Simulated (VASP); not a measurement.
# MnSi (CsCl type) (Pm-3m) in VASP: a series of runs

Runs on MnSi (CsCl type). Level: LDA. Tasks: single point.

Everything below comes from runs of VASP 6.6.1. Logs are shortened: lines on timing, memory, paths and dates and some standing lists are left out, and cuts for length are marked.

## 1. The cell of the first run

The structure is cubic, space group Pm-3m (No. 221). Conventional cell: a = 2.486 Å, b = 2.486 Å, c = 2.486 Å, α = 90.00°, β = 90.00°, γ = 90.00°. Mn (site symmetry m-3m) has 8 Si at 2.15 Å and 6 Mn at 2.49 Å within 2.8 Å. Si (site symmetry m-3m) has 8 Mn at 2.15 Å and 6 Si at 2.49 Å within 2.8 Å.

## 2. Single point, LDA, collinear spin, ferromagnetic start

Contents of INCAR:

```
SYSTEM = MnSi
PREC = Accurate ; ENCUT = 520
EDIFF = 1E-7 ; ISMEAR = -1
SIGMA = 0.1 ; LREAL = .False.
LASPH = .True. ; NELM = 150
ALGO = Normal ; ISIF = 2
LWAVE = .False. ; LCHARG = .True.
ISPIN = 2 ; MAGMOM = 3 0
LORBIT = 11 ; LMAXMIX = 4
LELF = .True. ; LVHAR = .True.
NBANDS = 20
```

Contents of KPOINTS:

```
Automatic mesh
0
Gamma
  16 16 16
  0 0 0
```

Contents of POSCAR:

```
MnSi
1.0
    2.4861890175      0.0000000000      0.0000000000
    0.0000000000      2.4861890175      0.0000000000
    0.0000000000      0.0000000000      2.4861890175
Mn Si
1 1
Direct
    0.0000000000      0.0000000000      0.0000000000
    0.5000000000      0.5000000000      0.5000000000
```

Potentials or basis: VASP PAW LDA potentials, release 64 (Mn_pv, Si).

Launch:

```
$ cat potpaw_LDA.64/Mn_pv/POTCAR potpaw_LDA.64/Si/POTCAR > POTCAR
$ mpirun -np 1 vasp_std > vasp.out
```

OUTCAR:

```text
SYSTEM = MnSi
   PREC = Accurate
   ENCUT = 520
   EDIFF = 1E-7
   ISMEAR = -1
   LREAL = .False.
   LASPH = .True.
   NELM = 150
   ISIF = 2
   ISPIN = 2
   LORBIT = 11

 ion  position               nearest neighbor table
   1  0.000  0.000  0.000-   2 2.15   2 2.15   2 2.15   2 2.15   2 2.15   2 2.15   2 2.15   2 2.15

   2  0.500  0.500  0.500-   1 2.15   1 2.15   1 2.15   1 2.15   1 2.15   1 2.15   1 2.15   1 2.15

  LATTYP: Found a simple cubic cell.
 ALAT       =     2.4861890175

  Lattice vectors:

 A1 = (   2.4861890175,   0.0000000000,   0.0000000000)
 A2 = (   0.0000000000,   2.4861890175,   0.0000000000)
 A3 = (   0.0000000000,   0.0000000000,   2.4861890175)

Analysis of symmetry for initial positions (statically):
=====================================================================
 Subroutine PRICEL returns:
 Original cell was already a primitive cell.

 Routine SETGRP: Setting up the symmetry group for a
 simple cubic supercell.

 Subroutine GETGRP returns: Found 48 space group operations
[... 9 lines left out ...]

 Routine SETGRP: Setting up the symmetry group for a
 simple cubic supercell.

 Subroutine GETGRP returns: Found 48 space group operations
 (whereof 48 operations were pure point group operations)
 out of a pool of 48 trial point group operations.

The dynamic configuration has the point symmetry O_h .

Analysis of structural, dynamic, and magnetic symmetry:
=====================================================================
 Subroutine PRICEL returns:
 Original cell was already a primitive cell.

 Routine SETGRP: Setting up the symmetry group for a
 simple cubic supercell.

 Subroutine GETGRP returns: Found 48 space group operations
 (whereof 48 operations were pure point group operations)
 out of a pool of 48 trial point group operations.

The overall configuration has the point symmetry O_h .

 Subroutine INISYM returns: Found 48 space group operations
[... 5 lines left out ...]
                                     Primitive cell

  volume of cell :      15.3675

  direct lattice vectors                    reciprocal lattice vectors
     2.486189018  0.000000000  0.000000000     0.402222033  0.000000000  0.000000000
     0.000000000  2.486189018  0.000000000     0.000000000  0.402222033  0.000000000
     0.000000000  0.000000000  2.486189018     0.000000000  0.000000000  0.402222033

  length of vectors
     2.486189018  2.486189018  2.486189018     0.402222033  0.402222033  0.402222033

  position of ions in fractional coordinates (direct lattice)
     0.000000000  0.000000000  0.000000000
     0.500000000  0.500000000  0.500000000

  ion indices of the primitive-cell ions
   primitive index   ion index
                 1           1
                 2           2

----------------------------------------------------------------------------------------

 KPOINTS: Automatic mesh

Automatic generation of k-mesh.
 Grid dimensions read from file:
 generate k-points for:   16   16   16

 Generating k-lattice:

  Cartesian coordinates                     Fractional coordinates (reciprocal lattice)
     0.025138877  0.000000000  0.000000000     0.062500000  0.000000000  0.000000000
     0.000000000  0.025138877  0.000000000     0.000000000  0.062500000  0.000000000
     0.000000000  0.000000000  0.025138877     0.000000000  0.000000000  0.062500000

  Length of vectors
     0.025138877  0.025138877  0.025138877

  Shift w.r.t. Gamma in fractional coordinates (k-lattice)
     0.000000000  0.000000000  0.000000000

 Subroutine IBZKPT returns following result:
 ===========================================

 Found    165 irreducible k-points:

 Following reciprocal coordinates:
            Coordinates               Weight
  0.000000  0.000000  0.000000      1.000000
  0.062500  0.000000  0.000000      6.000000
  0.125000  0.000000  0.000000      6.000000
  0.187500  0.000000  0.000000      6.000000
  0.250000  0.000000  0.000000      6.000000
  0.312500  0.000000  0.000000      6.000000
[... 16 lines left out ...]
  0.437500  0.125000  0.000000     24.000000
  0.500000  0.125000  0.000000     12.000000
 [... further k-points ...]
   k-points           NKPTS =    165   k-points in BZ     NKDIM =    165   number of bands    NBANDS=     20
   number of dos      NEDOS =    301   number of ions     NIONS =      2
   total plane-waves  NPLWV =   5832
   dimension x,y,z NGX =    18 NGY =   18 NGZ =   18
   dimension x,y,z NGXF=    36 NGYF=   36 NGZF=   36
   ions per type =               1   1
   NGX,Y,Z   is equivalent  to a cutoff of  12.04, 12.04, 12.04 a.u.
   NGXF,Y,Z  is equivalent  to a cutoff of  24.07, 24.07, 24.07 a.u.
 SYSTEM =  MnSi
   PREC   = accura    normal or accurate (medium, high low for compatibility)
   ISTART =      0    job   : 0-new  1-cont  2-samecut
   ICHARG =      2    charge: 1-file 2-atom 10-const
   ISPIN  =      2    spin polarized calculation?
   LNONCOLLINEAR =      F non collinear calculations
   LSORBIT =      F    spin-orbit coupling
   LASPH  =      T    aspherical Exc in radial PAW
   ENCUT  =  520.0 eV  38.22 Ry    6.18 a.u.   4.62  4.62  4.62*2*pi/ulx,y,z
   NELM   =    150;   NELMIN=  2; NELMDL= -5     # of ELM steps
   EDIFF  = 0.1E-06   stopping-criterion for ELM
   LREAL  =      F    real-space projection
   EDIFFG = 0.1E-05   stopping-criterion for IOM
   NSW    =      0    number of steps for IOM
   IBRION =     -1    ionic relax: 0-MD 1-quasi-New 2-CG
   NFREE  =      0    steps in history (QN), initial steepest desc. (CG)
   ISIF   =      2    stress and relaxation
   ISYM   =      2    0-nonsym 1-usesym 2-fastsym
   POTIM  = 0.5000    time-step for ionic-motion
   TEBEG  =    0.0;   TEEND  =   0.0 temperature during run
   PSTRESS=    0.0 pullay stress
   NELECT =      17.0000    total number of electrons
   NUPDOWN=      -1.0000    fix difference up-down
   EMIN   =  10.00;   EMAX   =-10.00  energy-range for DOS
   EFERMI =   0.00;   METHOD = LEGACY
   ISMEAR =    -1;   SIGMA  =   0.10  broadening in eV -4-tet -1-fermi 0-gaus
   EFERMI_NEDOS =   21; number of points for ismear=-14 and -15
   IALGO  =     38    algorithm
   IMIX   =      4    mixing-type and parameters
     AMIX     =   0.40;   BMIX     =  1.00
     AMIX_MAG =   1.60;   BMIX_MAG =  1.00
  volume/ion in A,a.u.               =       7.68        51.85
  Fermi-wavevector in a.u.,A,eV,Ry     =   1.693130  3.199552 39.003679  2.866689
  Thomas-Fermi vector in A             =   2.774592
   LORBIT       =     11    0 simple, 1 ext, 2 COOP (PROOUT), +10 PAW based schemes
   GGA     = CA    functional components
   LHFCALC =     F    Hartree Fock is set to
   AEXX    =    0.0000 exact exchange contribution
   IVDW    =     0    specifies the selected vdW correction
   LEPSILON=     F    determine dielectric tensor
   LRPA    =     F    only Hartree local field effects (RPA)
 spin polarized calculation
  energy-cutoff  :      520.00
  volume of cell :       15.37
 maximum number of plane-waves:       437
   NGX =  9   NGY =  9   NGZ =  9

 number of electron      16.9999968 magnetization      -0.0169314

 number of electron      16.9999968 magnetization       0.0000255

 Free energy of the ion-electron system (eV)
  ---------------------------------------------------
  ext. energy  EPLUGINS =         0.00000000
  ---------------------------------------------------
  free energy    TOTEN  =       -15.09588825 eV

  energy without entropy =      -15.05420491  energy(sigma->0) =      -15.07504658

 E-fermi :  17.5840     XC(G=0): -15.2446

 val. band max:       17.5680984419   @ k =   0.5000   0.4375   0.1875
 cond. band min:      17.5859154092   @ k =   0.5000   0.3750   0.1875
 fundamental gap:      0.0178169672
 Fermi energy:        17.5839914711

 spin component 1

 k-point     1 :       0.0000    0.0000    0.0000
  band No.  band energies     occupation
      1     -29.2205      1.00000
      2     -29.2205      1.00000
      3     -29.2205      1.00000
      4       2.0011      1.00000
      5      12.7349      1.00000
      6      12.7349      1.00000
[... 12 lines left out ...]
     19      44.4617      0.00000
     20      44.4617      0.00000

 k-point     2 :       0.0625    0.0000    0.0000
  band No.  band energies     occupation
      1     -29.2415      1.00000
      2     -29.2186      1.00000
      3     -29.2186      1.00000
      4       2.1046      1.00000
      5      12.7176      1.00000
      6      12.7860      1.00000
[... 498 lines left out ...]
 k-point    24 :       0.5000    0.1250    0.0000
  band No.  band energies     occupation
      1     -29.7453      1.00000
      2     -29.2467      1.00000
      3     -29.1652      1.00000
      4       7.4601      1.00000
      5       8.3756      1.00000
      6      14.5685      1.00000
[... 12 lines left out ...]
     19      42.9415      0.00000
     20      47.1297      0.00000

 [... further k-points ...]

 spin component 2

 k-point     1 :       0.0000    0.0000    0.0000
  band No.  band energies     occupation
      1     -29.2204      1.00000
      2     -29.2204      1.00000
      3     -29.2204      1.00000
      4       2.0011      1.00000
      5      12.7349      1.00000
      6      12.7349      1.00000
[... 12 lines left out ...]
     19      44.4617      0.00000
     20      44.4617      0.00000

 k-point     2 :       0.0625    0.0000    0.0000
  band No.  band energies     occupation
      1     -29.2414      1.00000
      2     -29.2186      1.00000
      3     -29.2186      1.00000
      4       2.1046      1.00000
      5      12.7176      1.00000
      6      12.7860      1.00000
[... 498 lines left out ...]
 k-point    24 :       0.5000    0.1250    0.0000
  band No.  band energies     occupation
      1     -29.7453      1.00000
      2     -29.2467      1.00000
      3     -29.1652      1.00000
      4       7.4602      1.00000
      5       8.3756      1.00000
      6      14.5685      1.00000
[... 12 lines left out ...]
     19      42.9415      0.00000
     20      47.1297      0.00000

 [... further k-points ...]

------------------------ aborting loop because EDIFF is reached ----------------------------------------

  FORCE on cell =-STRESS in cart. coord.  units (eV):
  Direction    XX          YY          ZZ          XY          YZ          ZX
  --------------------------------------------------------------------------------------
  -------------------------------------------------------------------------------------
  Total       14.6329168     14.6329168     14.6329168     -0.0000000     -0.0000000     -0.0000000
  in kB     1525.5942857   1525.5942857   1525.5942857     -0.0000000     -0.0000000     -0.0000000
  external PRESSURE =    1525.5942857 kB  Pullay stress =       0.0000000 kB

 VOLUME and BASIS-vectors are now :
 -----------------------------------------------------------------------------
  energy-cutoff  :      520.00
  volume of cell :       15.37
      direct lattice vectors                 reciprocal lattice vectors
     2.486189018  0.000000000  0.000000000     0.402222033  0.000000000  0.000000000
     0.000000000  2.486189018  0.000000000     0.000000000  0.402222033  0.000000000
     0.000000000  0.000000000  2.486189018     0.000000000  0.000000000  0.402222033

 POSITION                                       TOTAL-FORCE (eV/Angst)
 -----------------------------------------------------------------------------------
      0.00000      0.00000      0.00000         0.000000      0.000000      0.000000
      1.24309      1.24309      1.24309         0.000000      0.000000      0.000000
 -----------------------------------------------------------------------------------
    total drift:                               -0.000000     -0.000000      0.000000

  FREE ENERGIE OF THE ION-ELECTRON SYSTEM (eV)
  ---------------------------------------------------
  free  energy   TOTEN  =       -15.0958882521 eV

  energy  without entropy=      -15.0542049119  energy(sigma->0) =      -15.07504658

 total charge

# of ion       s       p       d       tot
------------------------------------------
    1        0.492   6.668   6.006  13.166
    2        0.758   1.209   0.000   1.967
--------------------------------------------------
tot          1.250   7.877   6.006  15.133

 magnetization (x)

# of ion       s       p       d       tot
------------------------------------------
    1        0.000   0.000   0.000   0.000
    2       -0.000   0.000   0.000  -0.000
--------------------------------------------------
tot          0.000   0.000   0.000   0.000
```

It took 32 s on 1 thread of Intel Xeon 6975P-C (Granite Rapids), shared host; peak memory 0.18 GiB.

Results:

```yaml
Free_energy: -15.0959 eV
Pressure: 152.6 GPa
Net_moment: 0.00 μB per cell
Valence_electrons_inside_the_program's_atomic_spheres: Mn 13.17; Si 1.97
```

Caveat: the starting moments collapsed, and a magnetic state may lie lower.

## 3. Single point, LDA, collinear spin, ferromagnetic start

Contents of INCAR:

```
PREC = Accurate ; ENCUT = 520
EDIFF = 1E-6 ; ISMEAR = -1
SIGMA = 0.1 ; LREAL = False
LASPH = True ; NELM = 150
ALGO = Normal ; ISIF = 2
LWAVE = False ; LCHARG = False
ISPIN = 2 ; MAGMOM = 3 0
LORBIT = 11 ; LMAXMIX = 4
GGA = CA ; NBANDS = 20
```

Contents of KPOINTS:

```
regular mesh
0
Gamma
  16 16 16
```

POSCAR is that of step 2.

Potentials or basis: VASP PAW LDA potentials, release 64 (Mn_pv, Si).

Launch:

```
$ cat potpaw_LDA.64/Mn_pv/POTCAR potpaw_LDA.64/Si/POTCAR > POTCAR
$ mpirun -np 1 vasp_std > vasp.out
```

Wall time 28 s (1 thread of Intel Xeon 6975P-C (Granite Rapids), shared host); peak memory 0.18 GiB.

Results (log left out):

* Free energy: -15.0959 eV
* Pressure: 152.6 GPa
* Net moment: 0.00 μB per cell
* Valence electrons inside the program's atomic spheres: Mn 13.17; Si 1.97

Levels at points of the mesh, in eV from the Fermi level:
Spin up:
| k point | band 7 | band 8 | band 9 | band 10 | band 11 | band 12 |
| --- | --- | --- | --- | --- | --- | --- |
| (0.00, 0.00, 0.00) | 0.63 | 0.63 | 0.63 | 5.95 | 5.95 | 5.95 |
| (0.50, 0.00, 0.00) | -2.01 | -2.01 | 1.03 | 2.91 | 6.90 | 12.69 |
| (0.50, 0.50, 0.00) | -4.19 | -1.30 | -1.30 | 2.26 | 6.44 | 6.81 |
| (0.50, 0.50, 0.50) | 1.80 | 2.37 | 2.37 | 3.41 | 3.41 | 3.41 |
Spin down:
```
           k point  band 5  band 6  band 7  band 8  band 9  band 10  band 11  band 12  band 13  band 14
(0.00, 0.00, 0.00)   -4.85   -4.85    0.63    0.63    0.63     5.95     5.95     5.95    11.03    11.03
(0.50, 0.00, 0.00)   -9.63   -3.17   -2.01   -2.01    1.03     2.91     6.90    12.69    12.69    13.98
(0.50, 0.50, 0.00)   -4.70   -4.70   -4.19   -1.30   -1.30     2.26     6.44     6.81    12.16    17.56
(0.50, 0.50, 0.50)   -7.36   -7.36    1.80    2.37    2.37     3.41     3.41     3.41     8.66     8.66
```

Caveat: the starting moments collapsed, and a magnetic state may lie lower.
